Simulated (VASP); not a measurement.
Wanted: the native input for a VASP 6.6.1 run.

| Quantity | Value |
| --- | --- |
| Task | single point |
| Functional | PBE |
| Potentials or basis | VASP PAW PBE potentials, release 64 (Ca_sv, O) |
| Cutoff | 520 eV |
| k mesh | 4 × 4 × 4 |
| Occupations | gaussian, width 0.1 eV |
| Spin | no spin polarisation |
| Dipole correction | no |
| Further INCAR settings | ALGO = Normal; EDIFF = 1e-07; NBANDS = 42 |

The structure of CaO lies in POSCAR:

```
CaO
1.0
   -2.4155243932      0.0000000000     -2.4155243932
   -2.4155243932     -4.8310487864      2.4155243932
   -2.4155243932      4.8310487864      2.4155243932
Ca O
4 4
Direct
    0.5000000000      0.5000000000      0.0000000000
    1.0000000000      0.0000000000      0.0000000000
    0.0000000000      0.5000000000      0.5000000000
    0.5000000000      0.0000000000      0.5000000000
    0.0000000000      0.7500000000      0.2500000000
    0.5000000000      0.2500000000      0.2500000000
    0.5000000000      0.7500000000      0.7500000000
    0.0000000000      0.2500000000      0.7500000000
```

The input as run:

INCAR

```
SYSTEM = CaO
PREC     = Accurate       ! precision mode
ENCUT    = 520            ! plane-wave cutoff, eV
EDIFF    = 1E-7           ! SCF threshold, eV
ISMEAR   = 0              ! smearing method
SIGMA    = 0.1            ! smearing width, eV
LREAL    = .FALSE.        ! projectors in reciprocal space
LASPH    = .TRUE.         ! aspherical terms in the spheres
NELM     = 100            ! most SCF steps
ALGO     = Normal         ! electronic algorithm
ISIF     = 2              ! what is computed and relaxed
LWAVE    = .FALSE.        ! write WAVECAR
LCHARG   = .FALSE.        ! write CHGCAR
GGA      = PE             ! functional
NBANDS   = 42             ! bands
```

KPOINTS

```
Automatic mesh
0
G
  4 4 4
  0 0 0
```

Potentials or basis: VASP PAW PBE potentials, release 64 (Ca_sv, O).

Launch:

```sh
$ cat potpaw_PBE.64/Ca_sv/POTCAR potpaw_PBE.64/O/POTCAR > POTCAR
$ mpirun -np 1 vasp_std > vasp.out
```

Results of the run:

```json
{
 "Pressure": "0.5 GPa",
 "Band gap on the k mesh": "3.64 eV"
}
```

Caveat: the k points lie up to 0.46 Å⁻¹ apart.

Run time: 2.7 min on 1 thread of Oxide Virtual Turin-like Processor, on a shared host, peak memory 0.24 GiB.
